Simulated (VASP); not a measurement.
Wanted: the native input for a VASP 6.6.1 run.

```
Task                   : single point
Functional             : PBEsol
Potentials or basis    : VASP PAW PBE potentials, release 64 (Ti_sv, S)
Cutoff                 : 520 eV
k mesh                 : 6 × 6 × 6
Occupations            : methfessel-paxton, width 0.05 eV
Spin                   : no spin polarisation
Dipole correction      : no
Further INCAR settings : ALGO = Normal; EDIFF = 1e-06; NBANDS = 32
```

The structure of Ti3S2 lies in POSCAR:

```
Ti3S2
1.0
    2.7310781395      1.5767939447      3.2590618169
   -2.7310781395      1.5767939447      3.2590618169
    0.0000000000     -3.1535778232      3.2590618169
Ti S
3 2
Direct
    0.3356500000      0.6643400000      0.0000000000
    0.6643400000      0.0000000000      0.3356500000
    0.0000000000      0.3356500000      0.6643400000
    0.8321600000      0.8321600000      0.8321600000
    0.1678400000      0.1678400000      0.1678400000
```

The input as run:

INCAR

```
ALGO = Normal
EDIFF = 1E-6
ENCUT = 520
GGA = PS
ISIF = 2
ISMEAR = 1
LASPH = T
LCHARG = F
LREAL = F
LWAVE = F
NBANDS = 32
NELM = 80
PREC = Accurate
SIGMA = 0.05
```

KPOINTS

```
k-points
0
Gamma
  6 6 6
```

Potentials or basis: VASP PAW PBE potentials, release 64 (Ti_sv, S).

Launch:

```bash
$ cat potpaw_PBE.64/Ti_sv/POTCAR potpaw_PBE.64/S/POTCAR > POTCAR
$ mpirun -np 1 vasp_std > vasp.out
```

Results of the run:

The pressure is -6.6 GPa and the largest force is 0.071 eV/Å. The band gap on the k mesh is zero (bands 24 and 25 overlap by 0.22 eV).

Caveat: the cell stands under tension; the PAW data sets were made with another functional, which shifts forces and pressure a little.

Wall time 83 s on 1 thread of AMD EPYC 9R45 96-Core Processor (Zen 5), with other jobs on the host, peak memory 0.22 GiB.
